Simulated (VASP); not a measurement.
Write the native input for VASP 6.6.1 that does the following.

```yaml
Task: single point
Functional: revPBE
Dispersion: D4
Potentials_or_basis: VASP PAW PBE potentials, release 64 (Mg, C)
Cutoff: 520 eV
k_mesh: 7 × 7 × 6
Occupations: gaussian, width 0.01 eV
Spin: no spin polarisation
Dipole_correction: no
Further_INCAR_settings: ALGO = Normal; EDIFF = 1e-06; NBANDS = 19
```

The structure of MgC2 lies in POSCAR:

```
MgC2
1.0
    3.9242609192      0.0000000000      0.0000000000
    0.0000000000      3.9242609192      0.0000000000
    0.0000000000      0.0000000000      4.9536175955
Mg C
2 4
Direct
    0.0000000000      0.0000000000      0.5000000000
    0.5000000000      0.5000000000      0.0000000000
    0.3876550000      0.6123450000      0.5000000000
    0.6123450000      0.3876550000      0.5000000000
    0.8876550000      0.8876550000      0.0000000000
    0.1123450000      0.1123450000      0.0000000000
```

These files were run (other wordings do the same):

INCAR

```
PREC = Accurate
ENCUT = 520
EDIFF = 1E-6
ISMEAR = 0
SIGMA = 0.01
LREAL = F
LASPH = T
NELM = 60
ALGO = Normal
ISIF = 2
LWAVE = F
LCHARG = F
GGA = RE
IVDW = 13
NBANDS = 19
```

KPOINTS

```
Automatic mesh
0
Gamma
  7 7 6
```

Potentials or basis: VASP PAW PBE potentials, release 64 (Mg, C).

Launch:

```console
$ cat potpaw_PBE.64/Mg/POTCAR potpaw_PBE.64/C/POTCAR > POTCAR
$ mpirun -np 1 vasp_std > vasp.out
```

Results of the run:

```
Pressure                   : 4.6 GPa
Largest force              : 0.948 eV/Å
Band gap on the k mesh     : 2.60 eV, indirect (least direct gap 2.99 eV)
Dispersion energy per atom : -0.369 eV
```

Caveat: the PAW data sets were made with another functional, which shifts forces and pressure a little.

Wall time 33 s on 1 thread of Intel(R) Xeon(R) Platinum 8488C (Sapphire Rapids), on a shared host, peak memory 0.2 GiB.
